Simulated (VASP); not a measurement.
# AlCo (Pm-3m) in VASP: further runs

Aim: see how the results for AlCo move with the level of theory and the settings. Levels: PBE+U, LDA+U. Tasks: relaxation of cell and atoms, single point.

Program: VASP 6.6.1. These are calculated values, not measurements. Logs are shortened: lines on timing, memory, paths and dates and some standing lists are left out, and cuts for length are marked.

## (1) The cell of the first run

The structure is cubic, space group Pm-3m (No. 221). The conventional cell has a = 2.847 Å, b = 2.847 Å, c = 2.847 Å, α = 90.00°, β = 90.00°, γ = 90.00°. Within 3.3 Å of Co (site symmetry m-3m) lie 8 Al at 2.47 Å and 6 Co at 2.85 Å. Al (site symmetry m-3m) has 8 Co at 2.47 Å and 6 Al at 2.85 Å within 3.3 Å.

## (2) Relaxation of cell and atoms, PBE+U, collinear spin, ferromagnetic start (11.54 Å³/atom)

File POSCAR:

```
AlCo
1.0
    2.8473199088      0.0000000000      0.0000000000
    0.0000000000      2.8473199088      0.0000000000
    0.0000000000      0.0000000000      2.8473199088
Co Al
1 1
Direct
    0.5000000000      0.5000000000      0.5000000000
    0.0000000000      0.0000000000      0.0000000000
```

File INCAR.step1:

```
GGA = PE
ISPIN = 2
MAGMOM = 2 0
LORBIT = 11
LDAU = T
LDAUTYPE = 2
LDAUL = 2 -1
LDAUU = 3 0
LDAUJ = 0 0
ISMEAR = 1
SIGMA = 0.05
LWAVE = F
LCHARG = F
NSW = 80
PREC = Accurate
LASPH = T
LREAL = F
ALGO = Normal
EDIFF = 1E-6
NELM = 200
GGA_COMPAT = F
IBRION = 2
ISIF = 3
EDIFFG = -0.002
NELMIN = 4
ENCUT = 710
LMAXMIX = 4
KPAR = 2
POTIM = 0.5
```

File INCAR.step4:

```
GGA = PE
ISPIN = 2
MAGMOM = 2 0
LORBIT = 11
LDAU = T
LDAUTYPE = 2
LDAUL = 2 -1
LDAUU = 3 0
LDAUJ = 0 0
ISMEAR = 1
SIGMA = 0.05
LWAVE = F
LCHARG = F
PREC = Accurate
LASPH = T
LREAL = F
ALGO = Normal
EDIFF = 1E-6
NELM = 200
GGA_COMPAT = F
ISIF = 2
ENCUT = 710
LMAXMIX = 4
KPAR = 2
```

File KPOINTS:

```
Automatic mesh
0
Gamma
  13 13 13
  0 0 0
```

Potentials or basis: VASP PAW PBE potentials, release 64 (Co, Al).

Launch:

```
cat potpaw_PBE.64/Co/POTCAR potpaw_PBE.64/Al/POTCAR > POTCAR
cp INCAR.step1 INCAR
cp POSCAR.step1 POSCAR
mpirun -np 2 vasp_std > vasp.out
cp CONTCAR POSCAR
mpirun -np 2 vasp_std > vasp.out
cp CONTCAR POSCAR
mpirun -np 2 vasp_std > vasp.out
cp CONTCAR POSCAR
cp INCAR.step4 INCAR
mpirun -np 2 vasp_std > vasp.out
```

OUTCAR:

```text
GGA = PE
   ISPIN = 2
   LORBIT = 11
   ISMEAR = 1
   PREC = Accurate
   LASPH = T
   LREAL = F
   EDIFF = 1E-6
   NELM = 200
   ISIF = 2
   ENCUT = 710

 ion  position               nearest neighbor table
   1  0.500  0.500  0.500-   2 2.46   2 2.46   2 2.46   2 2.46   2 2.46   2 2.46   2 2.46   2 2.46

   2  0.000  0.000  0.000-   1 2.46   1 2.46   1 2.46   1 2.46   1 2.46   1 2.46   1 2.46   1 2.46

  LATTYP: Found a simple cubic cell.
 ALAT       =     2.8419137736

  Lattice vectors:

 A1 = (   2.8419137736,   0.0000000000,   0.0000000000)
 A2 = (   0.0000000000,   2.8419137736,   0.0000000000)
 A3 = (   0.0000000000,   0.0000000000,   2.8419137736)

Analysis of symmetry for initial positions (statically):
=====================================================================
 Subroutine PRICEL returns:
 Original cell was already a primitive cell.

 Routine SETGRP: Setting up the symmetry group for a
 simple cubic supercell.

 Subroutine GETGRP returns: Found 48 space group operations
 (whereof 48 operations were pure point group operations)
 out of a pool of 48 trial point group operations.

The static configuration has the point symmetry O_h .

Analysis of symmetry for dynamics (positions and initial velocities):
=====================================================================
 Subroutine PRICEL returns:
 Original cell was already a primitive cell.

 Routine SETGRP: Setting up the symmetry group for a
 simple cubic supercell.

 Subroutine GETGRP returns: Found 48 space group operations
 (whereof 48 operations were pure point group operations)
 out of a pool of 48 trial point group operations.

The dynamic configuration has the point symmetry O_h .

Analysis of structural, dynamic, and magnetic symmetry:
=====================================================================
 Subroutine PRICEL returns:
 Original cell was already a primitive cell.

 Routine SETGRP: Setting up the symmetry group for a
 simple cubic supercell.

 Subroutine GETGRP returns: Found 48 space group operations
 (whereof 48 operations were pure point group operations)
 out of a pool of 48 trial point group operations.

The overall configuration has the point symmetry O_h .

 Subroutine INISYM returns: Found 48 space group operations
 (whereof 48 operations are pure point group operations),
 and found     1 'primitive' translations

----------------------------------------------------------------------------------------

                                     Primitive cell

  volume of cell :      22.9526

  direct lattice vectors                    reciprocal lattice vectors
[... 144 lines left out ...]
  energy without entropy =       -9.40257757  energy(sigma->0) =       -9.40252923

 E-fermi :  10.2322     XC(G=0): -12.2831

 val. band max:       10.2257661027   @ k =   0.3846   0.3846   0.0000
 cond. band min:      10.2334076955   @ k =   0.4615   0.3077   0.1538
 fundamental gap:      0.0076415927
 Fermi energy:        10.2321596284

 spin component 1

 k-point     1 :       0.0000    0.0000    0.0000
  band No.  band energies     occupation
      1      -0.3864      1.00000
      2       6.9534      1.00000
      3       6.9534      1.00000
      4       9.0571      1.00000
      5       9.0571      1.00000
      6       9.0571      1.00000
      7      16.7490      0.00000
      8      16.7490      0.00000
      9      16.7490      0.00000
     10      19.1921      0.00000
     11      19.1921      0.00000
[... 310 lines left out ...]
  band No.  band energies     occupation
      1       3.6997      1.00000
      2       6.3133      1.00000
      3       7.6183      1.00000
      4       8.0805      1.00000
      5       8.4353      1.00000
      6       8.6210      1.00000
      7      10.5052     -0.00000
      8      13.8504      0.00000
      9      16.8435      0.00000
     10      21.6959      0.00000
     11      23.5346      0.00000

 [... further k-points ...]

 spin component 2

 k-point     1 :       0.0000    0.0000    0.0000
  band No.  band energies     occupation
      1      -0.5142      1.00000
      2       8.2888      1.00000
      3       8.2888      1.00000
      4       9.3720      1.00000
      5       9.3720      1.00000
      6       9.3721      1.00000
      7      16.6231      0.00000
      8      16.6231      0.00000
      9      16.6231      0.00000
     10      19.6039      0.00000
     11      19.6039      0.00000
[... 310 lines left out ...]
  band No.  band energies     occupation
      1       3.6055      1.00000
      2       6.5694      1.00000
      3       8.0622      1.00000
      4       8.7119      1.00000
      5       8.9099      1.00000
      6       9.1489      1.00000
      7      11.8087      0.00000
      8      14.1606      0.00000
      9      16.8980      0.00000
     10      21.6110      0.00000
     11      23.5026      0.00000

 [... further k-points ...]

------------------------ aborting loop because EDIFF is reached ----------------------------------------

  FORCE on cell =-STRESS in cart. coord.  units (eV):
  Direction    XX          YY          ZZ          XY          YZ          ZX
  --------------------------------------------------------------------------------------
  -------------------------------------------------------------------------------------
  Total       -0.0031358     -0.0031358     -0.0031358      0.0000000     -0.0000000      0.0000000
  in kB       -0.2188921     -0.2188921     -0.2188921      0.0000000     -0.0000000      0.0000000
  external PRESSURE =      -0.2188921 kB  Pullay stress =       0.0000000 kB

 VOLUME and BASIS-vectors are now :
 -----------------------------------------------------------------------------
  energy-cutoff  :      710.00
  volume of cell :       22.95
      direct lattice vectors                 reciprocal lattice vectors
     2.841913774  0.000000000  0.000000000     0.351875560  0.000000000  0.000000000
     0.000000000  2.841913774  0.000000000     0.000000000  0.351875560  0.000000000
     0.000000000  0.000000000  2.841913774     0.000000000  0.000000000  0.351875560

 POSITION                                       TOTAL-FORCE (eV/Angst)
 -----------------------------------------------------------------------------------
      1.42096      1.42096      1.42096         0.000000      0.000000      0.000000
      0.00000      0.00000      0.00000         0.000000      0.000000      0.000000
 -----------------------------------------------------------------------------------
    total drift:                                0.000000      0.000000      0.000000

  FREE ENERGIE OF THE ION-ELECTRON SYSTEM (eV)
  ---------------------------------------------------
  free  energy   TOTEN  =        -9.4025050646 eV

  energy  without entropy=       -9.4025775711  energy(sigma->0) =       -9.40252923

 total charge

# of ion       s       p       d       tot
------------------------------------------
    1        0.436   0.499   7.622   8.557
    2        0.393   0.426   0.000   0.819
--------------------------------------------------
tot          0.829   0.925   7.622   9.375

 magnetization (x)

# of ion       s       p       d       tot
------------------------------------------
    1       -0.005  -0.030   0.558   0.524
    2       -0.005  -0.020   0.000  -0.025
--------------------------------------------------
tot         -0.010  -0.049   0.558   0.499
```

OUTCAR.step1:

```text
GGA = PE
   ISPIN = 2
   LORBIT = 11
   ISMEAR = 1
   NSW = 80
   PREC = Accurate
   LASPH = T
   LREAL = F
   EDIFF = 1E-6
   NELM = 200
   IBRION = 2
   ISIF = 3
[... 1021 lines left out ...]

 total charge

# of ion       s       p       d       tot
------------------------------------------
    1        0.436   0.499   7.622   8.557
    2        0.393   0.426   0.000   0.819
--------------------------------------------------
tot          0.829   0.925   7.622   9.375

 magnetization (x)

# of ion       s       p       d       tot
------------------------------------------
    1       -0.005  -0.030   0.559   0.524
    2       -0.005  -0.020   0.000  -0.025
--------------------------------------------------
tot         -0.010  -0.049   0.559   0.499
```

OUTCAR.step2:

```text
GGA = PE
   ISPIN = 2
   LORBIT = 11
   ISMEAR = 1
   NSW = 80
   PREC = Accurate
   LASPH = T
   LREAL = F
   EDIFF = 1E-6
   NELM = 200
   IBRION = 2
   ISIF = 3
[... 939 lines left out ...]

 total charge

# of ion       s       p       d       tot
------------------------------------------
    1        0.436   0.499   7.622   8.557
    2        0.393   0.426   0.000   0.819
--------------------------------------------------
tot          0.829   0.925   7.622   9.375

 magnetization (x)

# of ion       s       p       d       tot
------------------------------------------
    1       -0.005  -0.030   0.558   0.524
    2       -0.005  -0.020   0.000  -0.025
--------------------------------------------------
tot         -0.010  -0.049   0.558   0.499
```

Run time: 4.2 min. Hardware: 2 MPI ranks of Intel Xeon Platinum 8375C at 2.90GHz (Ice Lake), shared host; peak memory 0.21 GiB.

Results:

```
Free energy                                           : -9.4025 eV
Relaxed volume                                        : 11.48 Å³/atom
Relaxed cell                                          : a = 2.842 Å, b = 2.842 Å, c = 2.842 Å, α = 90.00°, β = 90.00°, γ = 90.00°
Space group after relaxing (to 0.1 Å)                 : Pm-3m (No. 221)
Energy gained by relaxing                             : 0.2 meV/atom
Ionic steps                                           : 5
Pressure after relaxing                               : 0.0 GPa
Net moment                                            : 0.39 μB per cell
Site moments                                          : Co +0.52; Al -0.03 μB
Valence electrons inside the program's atomic spheres : Co 8.56; Al 0.82
```

Step by step:
| step | energy change (eV) | largest force (eV/Å) | pressure (GPa) | volume (Å³) |
| --- | --- | --- | --- | --- |
| 1 | 0.0000 | 0.0000 | -0.98 | 23.08 |
| 2 | -0.0001 | 0.0000 | 0.90 | 22.85 |
| 3 | -0.0004 | 0.0000 | -0.03 | 22.95 |
| 4 | -0.0004 | 0.0000 | -0.02 | 22.95 |
| 5 | -0.0004 | 0.0000 | -0.02 | 22.95 |

Final structure:
```
Co Al
1.0
     2.84191    0.00000    0.00000
     0.00000    2.84191    0.00000
     0.00000    0.00000    2.84191
Co Al
1 1
Direct
  0.50000 0.50000 0.50000
  0.00000 0.00000 0.00000
```

Caveat: the U is typed as a test and isn't derived for this compound.

## (3) Relaxation of cell and atoms, PBE+U, collinear spin, ferromagnetic start (11.54 Å³/atom)

POSCAR is that of step 2.

INCAR.step1: that of step 2 with these lines changed.

```diff
@@ -10,3 +10,3 @@
 ISMEAR = 1
-SIGMA = 0.05
+SIGMA = 0.1
 LWAVE = F
@@ -18,3 +18,3 @@
 ALGO = Normal
-EDIFF = 1E-6
+EDIFF = 1E-5
 NELM = 200
@@ -23,5 +23,5 @@
 ISIF = 3
-EDIFFG = -0.002
+EDIFFG = -0.02
 NELMIN = 4
-ENCUT = 710
+ENCUT = 470
 LMAXMIX = 4
```

File INCAR.step2:

```
GGA = PE
ISPIN = 2
MAGMOM = 2 0
LORBIT = 11
LDAU = T
LDAUTYPE = 2
LDAUL = 2 -1
LDAUU = 3 0
LDAUJ = 0 0
ISMEAR = 1
SIGMA = 0.1
LWAVE = F
LCHARG = F
PREC = Accurate
LASPH = T
LREAL = F
ALGO = Normal
EDIFF = 1E-5
NELM = 200
GGA_COMPAT = F
ISIF = 2
ENCUT = 470
LMAXMIX = 4
KPAR = 2
```

KPOINTS is that of step 2.

Potentials or basis: VASP PAW PBE potentials, release 64 (Co, Al).

Launch:

```
cat potpaw_PBE.64/Co/POTCAR potpaw_PBE.64/Al/POTCAR > POTCAR
cp INCAR.step1 INCAR
cp POSCAR.step1 POSCAR
mpirun -np 2 vasp_std > vasp.out
cp CONTCAR POSCAR
cp INCAR.step2 INCAR
mpirun -np 2 vasp_std > vasp.out
```

It took 57 s on 2 MPI ranks of Intel Xeon Platinum 8375C at 2.90GHz (Ice Lake), shared host; peak memory 0.14 GiB.

The run converged. Its results:

- Free energy: -9.4016 eV
- Relaxed volume: 11.47 Å³/atom
- Relaxed cell: a = 2.841 Å, b = 2.841 Å, c = 2.841 Å, α = 90.00°, β = 90.00°, γ = 90.00°
- Space group after relaxing (to 0.1 Å): Pm-3m (No. 221)
- Energy gained by relaxing: 0.2 meV/atom
- Ionic steps: 3
- Pressure after relaxing: -0.1 GPa
- Net moment: 0.38 μB per cell
- Site moments: Co +0.52; Al -0.03 μB
- Valence electrons inside the program's atomic spheres: Co 8.56; Al 0.82

The path:
```tsv
step	energy change (eV)	largest force (eV/Å)	pressure (GPa)	volume (Å³)
1	0.0000	0.0000	-1.11	23.08
2	-0.0001	0.0000	1.00	22.82
3	-0.0004	0.0000	-0.05	22.94
```

Final structure:
```xyz
2
Lattice="2.8415 0.0000 0.0000 0.0000 2.8415 0.0000 0.0000 0.0000 2.8415" Properties=species:S:1:pos:R:3 pbc="T T T"
Co    1.4207    1.4207    1.4207
Al    0.0000    0.0000    0.0000
```

Levels at points of the mesh, in eV from the Fermi level:
Spin up:
| k point | band 4 | band 5 | band 6 | band 7 | band 8 | band 9 |
| --- | --- | --- | --- | --- | --- | --- |
| (0.00, 0.00, 0.00) | -1.18 | -1.18 | -1.18 | 6.51 | 6.51 | 6.51 |
Spin down:
| k point | band 2 | band 3 | band 4 | band 5 | band 6 | band 7 | band 8 | band 9 | band 10 | band 11 |
| --- | --- | --- | --- | --- | --- | --- | --- | --- | --- | --- |
| (0.00, 0.00, 0.00) | -1.96 | -1.96 | -0.87 | -0.87 | -0.87 | 6.39 | 6.39 | 6.39 | 9.36 | 9.36 |

Caveat: the U is typed as a test and isn't derived for this compound. The state reached can hang on the start; a lower one may exist.

(Part 1 of 2 ends here.)
